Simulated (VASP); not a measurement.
# SnO2 (R-3m) in VASP: notebook

Runs on SnO2. Level: PBE. Tasks: single point.

All numbers are computed with VASP 6.6.1; they aren't measurements. Logs are shortened: lines on timing, memory, paths and dates and some standing lists are left out, and cuts for length are marked.

**1. The cell of the first run**

It takes space group R-3m (No. 166, trigonal). The conventional cell has a = 3.168 Å, b = 3.168 Å, c = 14.108 Å, α = 90.00°, β = 90.00°, γ = 120.00°. Sn (site symmetry -3m) has 6 O at 2.08 Å within 2.8 Å. Within 2.8 Å of O (site symmetry 3m) lie 3 Sn at 2.08 Å and 3 O at 2.70 Å.

**2. Single point, PBE (13.63 Å³/atom)**

INCAR reads:

```
SYSTEM = SnO2
PREC     = Accurate       ! precision mode
ENCUT    = 520            ! plane-wave cutoff, eV
EDIFF    = 1E-6           ! SCF threshold, eV
ISMEAR   = -1             ! smearing method
SIGMA    = 0.05           ! smearing width, eV
LREAL    = .False.        ! projectors in reciprocal space
LASPH    = .True.         ! aspherical terms in the spheres
NELM     = 80             ! most SCF steps
ALGO     = Normal         ! electronic algorithm
ISIF     = 2              ! what is computed and relaxed
LWAVE    = .False.        ! write WAVECAR
LCHARG   = .False.        ! write CHGCAR
GGA      = PE             ! functional
NBANDS   = 20             ! bands
```

KPOINTS reads:

```
regular mesh
0
Gamma
  10 10 10
  0 0 0
```

POSCAR reads:

```
SnO2
1.0
    1.5840819130      0.9145701189      4.7025938089
   -1.5840819130      0.9145701189      4.7025938089
    0.0000000000     -1.8291402378      4.7025938089
Sn O
1 2
Direct
    0.5000000000      0.5000000000      0.5000000000
    0.7628300000      0.7628300000      0.7628300000
    0.2371700000      0.2371700000      0.2371700000
```

Potentials or basis: VASP PAW PBE potentials, release 64 (Sn_d, O).

Run with:

```
$ cat potpaw_PBE.64/Sn_d/POTCAR potpaw_PBE.64/O/POTCAR > POTCAR
$ mpirun -np 1 vasp_std > vasp.out
```

OUTCAR:

```text
SYSTEM = SnO2
   PREC = Accurate
   ENCUT = 520
   EDIFF = 1E-6
   ISMEAR = -1
   LREAL = .False.
   LASPH = .True.
   NELM = 80
   ISIF = 2
   GGA = PE

 ion  position               nearest neighbor table
   1  0.500  0.500  0.500-   3 2.08   3 2.08   2 2.08   2 2.08   3 2.08   2 2.08
   2  0.763  0.763  0.763-   1 2.08   1 2.08   1 2.08
   3  0.237  0.237  0.237-   1 2.08   1 2.08   1 2.08

  LATTYP: Found a trigonal (rhomboedric) cell.
 ALAT       =     5.0458044493
 COS(alpha) =     0.8028828391

  Lattice vectors:

 A1 = (   1.5840819130,   0.9145701189,   4.7025938089)
 A2 = (  -1.5840819130,   0.9145701189,   4.7025938089)
 A3 = (   0.0000000000,  -1.8291402378,   4.7025938089)

Analysis of symmetry for initial positions (statically):
=====================================================================
 Subroutine PRICEL returns:
 Original cell was already a primitive cell.

 Routine SETGRP: Setting up the symmetry group for a
 trigonal (rhombohedral) supercell.

 Subroutine GETGRP returns: Found 12 space group operations
 (whereof 12 operations were pure point group operations)
 out of a pool of 12 trial point group operations.

The static configuration has the point symmetry D_3d.

Analysis of symmetry for dynamics (positions and initial velocities):
=====================================================================
 Subroutine PRICEL returns:
 Original cell was already a primitive cell.

 Routine SETGRP: Setting up the symmetry group for a
 trigonal (rhombohedral) supercell.

 Subroutine GETGRP returns: Found 12 space group operations
 (whereof 12 operations were pure point group operations)
 out of a pool of 12 trial point group operations.

The dynamic configuration has the point symmetry D_3d.

 Subroutine INISYM returns: Found 12 space group operations
 (whereof 12 operations are pure point group operations),
 and found     1 'primitive' translations

----------------------------------------------------------------------------------------

                                     Primitive cell

  volume of cell :      40.8774

  direct lattice vectors                    reciprocal lattice vectors
     1.584081913  0.914570119  4.702593809     0.315640243  0.182234979  0.070882867
    -1.584081913  0.914570119  4.702593809    -0.315640243  0.182234979  0.070882867
     0.000000000 -1.829140238  4.702593809     0.000000000 -0.364469959  0.070882867

  length of vectors
     5.045804449  5.045804449  5.045804449     0.371298709  0.371298709  0.371298709

  position of ions in fractional coordinates (direct lattice)
     0.500000000  0.500000000  0.500000000
     0.762830000  0.762830000  0.762830000
     0.237170000  0.237170000  0.237170000

  ion indices of the primitive-cell ions
   primitive index   ion index
                 1           1
                 2           2
                 3           3

----------------------------------------------------------------------------------------

 KPOINTS: regular mesh

Automatic generation of k-mesh.
 Grid dimensions read from file:
 generate k-points for:   10   10   10

 Generating k-lattice:

  Cartesian coordinates                     Fractional coordinates (reciprocal lattice)
     0.031564024  0.018223498  0.007088287     0.100000000 -0.000000000 -0.000000000
    -0.031564024  0.018223498  0.007088287    -0.000000000  0.100000000 -0.000000000
     0.000000000 -0.036446996  0.007088287    -0.000000000 -0.000000000  0.100000000

  Length of vectors
     0.037129871  0.037129871  0.037129871

  Shift w.r.t. Gamma in fractional coordinates (k-lattice)
     0.000000000  0.000000000  0.000000000

 Subroutine IBZKPT returns following result:
 ===========================================

 Found    116 irreducible k-points:

 Following reciprocal coordinates:
            Coordinates               Weight
  0.000000  0.000000  0.000000      1.000000
  0.100000 -0.000000  0.000000      6.000000
  0.200000 -0.000000  0.000000      6.000000
  0.300000  0.000000 -0.000000      6.000000
  0.400000 -0.000000  0.000000      6.000000
  0.500000 -0.000000 -0.000000      3.000000
[... 16 lines left out ...]
  0.300000  0.300000  0.000000      6.000000
  0.400000  0.300000 -0.000000     12.000000
 [... further k-points ...]
   k-points           NKPTS =    116   k-points in BZ     NKDIM =    116   number of bands    NBANDS=     20
   number of dos      NEDOS =    301   number of ions     NIONS =      3
   total plane-waves  NPLWV =  64000
   dimension x,y,z NGX =    40 NGY =   40 NGZ =   40
   dimension x,y,z NGXF=    80 NGYF=   80 NGZF=   80
   ions per type =               1   2
   NGX,Y,Z   is equivalent  to a cutoff of  13.18, 13.18, 13.18 a.u.
   NGXF,Y,Z  is equivalent  to a cutoff of  26.36, 26.36, 26.36 a.u.
 SYSTEM =  SnO2
   PREC   = accura    normal or accurate (medium, high low for compatibility)
   ISTART =      0    job   : 0-new  1-cont  2-samecut
   ICHARG =      2    charge: 1-file 2-atom 10-const
   ISPIN  =      1    spin polarized calculation?
   LNONCOLLINEAR =      F non collinear calculations
   LSORBIT =      F    spin-orbit coupling
   LASPH  =      T    aspherical Exc in radial PAW
   ENCUT  =  520.0 eV  38.22 Ry    6.18 a.u.   9.38  9.38  9.38*2*pi/ulx,y,z
   NELM   =     80;   NELMIN=  2; NELMDL= -5     # of ELM steps
   EDIFF  = 0.1E-05   stopping-criterion for ELM
   LREAL  =      F    real-space projection
   EDIFFG = 0.1E-04   stopping-criterion for IOM
   NSW    =      0    number of steps for IOM
   IBRION =     -1    ionic relax: 0-MD 1-quasi-New 2-CG
   NFREE  =      0    steps in history (QN), initial steepest desc. (CG)
   ISIF   =      2    stress and relaxation
   ISYM   =      2    0-nonsym 1-usesym 2-fastsym
   POTIM  = 0.5000    time-step for ionic-motion
   TEBEG  =    0.0;   TEEND  =   0.0 temperature during run
   PSTRESS=    0.0 pullay stress
   NELECT =      26.0000    total number of electrons
   NUPDOWN=      -1.0000    fix difference up-down
   EMIN   =  10.00;   EMAX   =-10.00  energy-range for DOS
   EFERMI =   0.00;   METHOD = LEGACY
   ISMEAR =    -1;   SIGMA  =   0.05  broadening in eV -4-tet -1-fermi 0-gaus
   EFERMI_NEDOS =   21; number of points for ismear=-14 and -15
   IALGO  =     38    algorithm
   IMIX   =      4    mixing-type and parameters
     AMIX     =   0.40;   BMIX     =  1.00
     AMIX_MAG =   1.60;   BMIX_MAG =  1.00
  volume/ion in A,a.u.               =      13.63        91.95
  Fermi-wavevector in a.u.,A,eV,Ry     =   1.407899  2.660543 26.969190  1.982180
  Thomas-Fermi vector in A             =   2.530111
   LORBIT       =      0    0 simple, 1 ext, 2 COOP (PROOUT), +10 PAW based schemes
   GGA     = PE    functional components
   LHFCALC =     F    Hartree Fock is set to
   AEXX    =    0.0000 exact exchange contribution
   IVDW    =     0    specifies the selected vdW correction
   LEPSILON=     F    determine dielectric tensor
   LRPA    =     F    only Hartree local field effects (RPA)
 non-spin polarized calculation
  energy-cutoff  :      520.00
  volume of cell :       40.88
 maximum number of plane-waves:      1114
 NGX is ok and might be reduce to    40
   NGX = 19   NGY = 19   NGZ = 19

 number of electron      26.0000004 magnetization

 Free energy of the ion-electron system (eV)
  ---------------------------------------------------
  ext. energy  EPLUGINS =         0.00000000
  ---------------------------------------------------
  free energy    TOTEN  =       -18.11901194 eV

  energy without entropy =      -18.11901194  energy(sigma->0) =      -18.11901194

 E-fermi :   5.0910     XC(G=0): -10.2965

 val. band max:        3.9188907969   @ k =  -0.2000   0.2000   0.0000
 cond. band min:       6.2514115224   @ k =   0.0000   0.0000   0.0000
 fundamental gap:      2.3325207255
 Fermi energy:         5.0909558124

 k-point     1 :       0.0000    0.0000    0.0000
  band No.  band energies     occupation
      1     -16.1281      2.00000
      2     -15.8084      2.00000
      3     -15.8084      2.00000
      4     -15.5659      2.00000
      5     -15.5659      2.00000
      6     -14.2874      2.00000
[... 12 lines left out ...]
     19      21.4856      0.00000
     20      21.5648      0.00000

 k-point     2 :       0.1000   -0.0000    0.0000
  band No.  band energies     occupation
      1     -16.0764      2.00000
      2     -15.9048      2.00000
      3     -15.7831      2.00000
      4     -15.5928      2.00000
      5     -15.5669      2.00000
      6     -14.2236      2.00000
[... 12 lines left out ...]
     19      19.5745      0.00000
     20      21.6054      0.00000

 k-point     3 :       0.2000   -0.0000    0.0000
  band No.  band energies     occupation
      1     -16.2125      2.00000
      2     -15.8864      2.00000
      3     -15.7260      2.00000
      4     -15.6303      2.00000
      5     -15.5591      2.00000
      6     -14.0133      2.00000
[... 12 lines left out ...]
     19      18.1183      0.00000
     20      21.8162      0.00000

 k-point     4 :       0.3000    0.0000   -0.0000
  band No.  band energies     occupation
      1     -16.4970      2.00000
      2     -15.7596      2.00000
      3     -15.6893      2.00000
      4     -15.6310      2.00000
      5     -15.5134      2.00000
      6     -13.6563      2.00000
[... 12 lines left out ...]
     19      17.3130      0.00000
     20      20.4270      0.00000

 k-point     5 :       0.4000   -0.0000    0.0000
  band No.  band energies     occupation
      1     -16.7021      2.00000
      2     -15.7458      2.00000
      3     -15.6854      2.00000
      4     -15.5574      2.00000
      5     -15.4487      2.00000
      6     -13.2631      2.00000
[... 12 lines left out ...]
     19      17.2455      0.00000
     20      18.7539      0.00000
[... 353 lines left out ...]
      6     -12.7348      2.00000
[... 12 lines left out ...]
     19      17.7892      0.00000
     20      18.5360      0.00000

 k-point    22 :      -0.2000    0.2000    0.0000
  band No.  band energies     occupation
      1     -16.4610      2.00000
      2     -15.9659      2.00000
      3     -15.6609      2.00000
      4     -15.6442      2.00000
      5     -15.4865      2.00000
      6     -13.2894      2.00000
[... 12 lines left out ...]
     19      17.9779      0.00000
     20      19.2309      0.00000

 k-point    23 :       0.3000    0.3000    0.0000
  band No.  band energies     occupation
      1     -16.4944      2.00000
      2     -15.7590      2.00000
      3     -15.6888      2.00000
      4     -15.6316      2.00000
      5     -15.5133      2.00000
      6     -13.6604      2.00000
[... 12 lines left out ...]
     19      16.9412      0.00000
     20      22.3642      0.00000

 k-point    24 :       0.4000    0.3000   -0.0000
  band No.  band energies     occupation
      1     -16.5760      2.00000
      2     -15.8203      2.00000
      3     -15.7015      2.00000
      4     -15.5995      2.00000
      5     -15.4782      2.00000
      6     -13.3132      2.00000
[... 12 lines left out ...]
     19      17.5830      0.00000
     20      21.3254      0.00000

 [... further k-points ...]
[... 5 lines left out ...]
  --------------------------------------------------------------------------------------
  -------------------------------------------------------------------------------------
  Total        3.1813022      3.1813022      1.3945012      0.0000000     -0.0000000      0.0000000
  in kB      124.6901492    124.6901492     54.6570391      0.0000000     -0.0000000      0.0000000
  external PRESSURE =     101.3457792 kB  Pullay stress =       0.0000000 kB

 VOLUME and BASIS-vectors are now :
 -----------------------------------------------------------------------------
  energy-cutoff  :      520.00
  volume of cell :       40.88
      direct lattice vectors                 reciprocal lattice vectors
     1.584081913  0.914570119  4.702593809     0.315640243  0.182234979  0.070882867
    -1.584081913  0.914570119  4.702593809    -0.315640243  0.182234979  0.070882867
     0.000000000 -1.829140238  4.702593809     0.000000000 -0.364469959  0.070882867

 POSITION                                       TOTAL-FORCE (eV/Angst)
 -----------------------------------------------------------------------------------
      0.00000      0.00000      7.05389         0.000000      0.000000     -0.000000
      0.00000      0.00000     10.76184        -0.000000     -0.000000     -0.632449
      0.00000      0.00000      3.34594        -0.000000      0.000000      0.632449
 -----------------------------------------------------------------------------------
    total drift:                                0.000000      0.000000      0.000000

  FREE ENERGIE OF THE ION-ELECTRON SYSTEM (eV)
  ---------------------------------------------------
  free  energy   TOTEN  =       -18.1190119407 eV

  energy  without entropy=      -18.1190119406  energy(sigma->0) =      -18.11901194
```

Wall time 3.7 min (1 thread of Intel Xeon 8259CL, shared host); peak memory 0.29 GiB.

What came out:

- Free energy: -18.1190 eV
- Pressure: 10.1 GPa
- Largest force: 0.632 eV/Å
- Band gap on the k mesh: 2.33 eV (least direct gap 2.50 eV)

Forces on the atoms (eV/Å):
```
Sn   0.000  0.000  0.000
O    0.000  0.000 -0.632
O    0.000  0.000  0.632
```

Levels at points of the mesh, in eV from the valence-band top:
| k point | band 10 | band 11 | band 12 | band 13 | band 14 | band 15 | band 16 | band 17 |
| --- | --- | --- | --- | --- | --- | --- | --- | --- |
| (0.00, 0.00, 0.00) | -1.33 | -0.88 | -0.88 | -0.17 | 2.33 | 6.02 | 11.60 | 11.60 |
| (0.50, 0.00, 0.00) | -3.11 | -1.56 | -0.60 | -0.57 | 5.92 | 8.11 | 10.50 | 12.69 |
| (0.50, 0.50, 0.00) | -3.21 | -1.20 | -0.42 | -0.01 | 5.61 | 7.24 | 11.30 | 11.63 |
| (0.50, 0.50, 0.50) | -1.40 | -1.40 | -0.82 | -0.82 | 3.65 | 6.01 | 11.80 | 11.80 |

Caveat: the stress differs along the axes, from 5 to 12 GPa; spin-orbit coupling is left out, which moves the levels of the heavy elements. A k mesh can miss the band edges.

(Part 1 of 2 ends here.)
